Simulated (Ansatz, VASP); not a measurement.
MgB2: VASP beside Ansatz

INCAR

```
SYSTEM = MgB2
PREC = Accurate
ENCUT = 520
EDIFF = 1E-6
ISMEAR = -1
SIGMA = 0.05
LREAL = .FALSE.
LASPH = .TRUE.
NELM = 100
ALGO = Normal
ISIF = 2
LWAVE = .FALSE.
LCHARG = .FALSE.
GGA = RE
NBANDS = 11
```

Contents of KPOINTS:

```
regular mesh
0
G
  10 10 8
  0 0 0
```

File POSCAR:

```
MgB2
1.0
    3.0850000000      0.0000000000      0.0000000000
   -1.5425000000      2.6716883707      0.0000000000
    0.0000000000      0.0000000000      3.5230000000
Mg B
1 2
Direct
    0.0000000000      0.0000000000      0.0000000000
    0.6666666667      0.3333333333      0.5000000000
    0.3333333333      0.6666666667      0.5000000000
```

Contents of input.yaml:

```yaml
crystal:
  lattice:
    - [3.085, 0.0, 0.0]
    - [-1.5425, 2.6716883707, 0.0]
    - [0.0, 0.0, 3.523]
  atoms:
    - { symbol: Mg, position: [0.0, 0.0, 0.0] }
    - { symbol: B, position: [0.6666666667, 0.3333333333, 0.5] }
    - { symbol: B, position: [0.3333333333, 0.6666666667, 0.5] }
hamiltonian:
  xc: revpbe
  pseudopotentials: { kind: paw }
kpoints:
  mp_grid: { grid: [10, 10, 8] }
scf:
  occupations: { method: fermi_dirac, width: 0.05 }
output:
  forces: true
  stress: true
  eigenvalues: true
```

Alike in both runs: task single point; functional revPBE; k mesh 10 × 10 × 8; occupations fermi-dirac, width 0.05 eV; no spin polarisation.

|  | VASP | Ansatz |
| --- | --- | --- |
| version | VASP 6.6.1 | Ansatz 0.2.0 |
| potentials or method | VASP PAW PBE potentials, release 64 (Mg, B) | Ansatz PAW |
| plane-wave cutoff (eV) | 520 | 420 |
| valence electrons in the cell | 8 | 16 |

Ansatz gave:

- gap on the k mesh at the Fermi level (eV): none
- pressure (GPa): 1.8
- traceless stress, the component that is largest in VASP (GPa): -0.20

Q: Which values does VASP return?

A: gap on the k mesh at the Fermi level (eV): none; pressure (GPa): 1.4; traceless stress, the component that is largest in VASP (GPa): -0.32.

VASP's potentials were made for PBE, not for revPBE. A gap of «none» marks a metal or a gap that the smearing closes. VASP's potentials hold 8 valence electrons a cell and Ansatz's 16, so a difference there can come from the potentials and not from the codes.
